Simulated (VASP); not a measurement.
Set up this calculation in VASP 6.6.1, as the native input.

```
Task                   : single point
Functional             : r2SCAN
Potentials or basis    : VASP PAW PBE potentials, release 64 (Sb)
Cutoff                 : 520 eV
k mesh                 : 10 × 10 × 10
Occupations            : fermi-dirac, width 0.1 eV
Spin                   : no spin polarisation
Dipole correction      : no
Further INCAR settings : ALGO = Normal; EDIFF = 1e-06; NBANDS = 8
```

Sb:

```
Sb
1.0
     3.08281    0.00000    0.00000
     0.00000    3.08281    0.00000
     0.00000    0.00000    3.08281
Sb
1
Cartesian
  0.0000 0.0000 0.0000
```

One way to write it, as run:

POSCAR

```
Sb
1.0
    3.0828068652      0.0000000000      0.0000000000
    0.0000000000      3.0828068652      0.0000000000
    0.0000000000      0.0000000000      3.0828068652
Sb
1
Direct
    0.0000000000      0.0000000000      0.0000000000
```

INCAR.step1

```
  PREC = Accurate
  ENCUT = 520
  ISMEAR = -1
  SIGMA = 0.1
  LREAL = False
  LASPH = True
  NELM = 80
  NBANDS = 8
  GGA = PE
  ALGO = Normal
  EDIFF = 1E-4
  LWAVE = True
  LCHARG = False
```

INCAR.step2

```
  PREC = Accurate
  ENCUT = 520
  EDIFF = 1E-6
  ISMEAR = -1
  SIGMA = 0.1
  LREAL = False
  LASPH = True
  NELM = 80
  ALGO = Normal
  ISIF = 2
  LWAVE = False
  LCHARG = False
  METAGGA = R2SCAN
  LMIXTAU = True
  NBANDS = 8
  ISTART = 1
```

KPOINTS

```
Automatic mesh
0
Gamma
  10 10 10
```

Potentials or basis: VASP PAW PBE potentials, release 64 (Sb).

Launch:

```sh
$ cat potpaw_PBE.64/Sb/POTCAR > POTCAR
$ cp INCAR.step1 INCAR
$ mpirun -np 1 vasp_std > vasp.out
$ cp INCAR.step2 INCAR
$ mpirun -np 1 vasp_std > vasp.out
```

Results of the run:

```yaml
Pressure: 0.0 GPa
```

Caveat: the PAW data sets were made with another functional, which shifts forces and pressure a little.

Wall time 26 s on 1 thread of Intel Xeon 6975P-C, on a shared host, peak memory 0.14 GiB.
